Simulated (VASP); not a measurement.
Wanted: the native input for a VASP 6.6.1 run.

* Task: single point
* Functional: PBE
* Potentials or basis: VASP PAW PBE potentials, release 64 (Re)
* Cutoff: 520 eV
* k mesh: 10 × 10 × 10
* Occupations: methfessel-paxton, width 0.1 eV
* Spin: no spin polarisation
* Dipole correction: no
* Further INCAR settings: ALGO = Normal; EDIFF = 1e-07; NBANDS = 10

The structure of Re lies in POSCAR:

```
Re
1.0
    2.5772387930      0.0000000000      0.0000000000
    0.0000000000      2.5772387930      0.0000000000
    0.0000000000      0.0000000000      2.5772387930
Re
1
Direct
    0.0000000000      0.0000000000      0.0000000000
```

One way to write it, as run:

INCAR

```
SYSTEM = Re
PREC = Accurate
ENCUT = 520
EDIFF = 1E-7
ISMEAR = 1
SIGMA = 0.1
LREAL = .FALSE.
LASPH = .TRUE.
NELM = 80
ALGO = Normal
ISIF = 2
LWAVE = .FALSE.
LCHARG = .FALSE.
GGA = PE
NBANDS = 10
```

KPOINTS

```
Automatic mesh
0
G
  10 10 10
  0 0 0
```

Potentials or basis: VASP PAW PBE potentials, release 64 (Re).

The run is started by

```console
$ cat potpaw_PBE.64/Re/POTCAR > POTCAR
$ mpirun -np 1 vasp_std > vasp.out
```

It gave:

| Property | Result |
| --- | --- |
| Pressure | -1.1 GPa |

It took 7 s on 1 thread of Intel(R) Xeon(R) Platinum 8488C (Sapphire Rapids), on a shared host, peak memory 0.13 GiB.
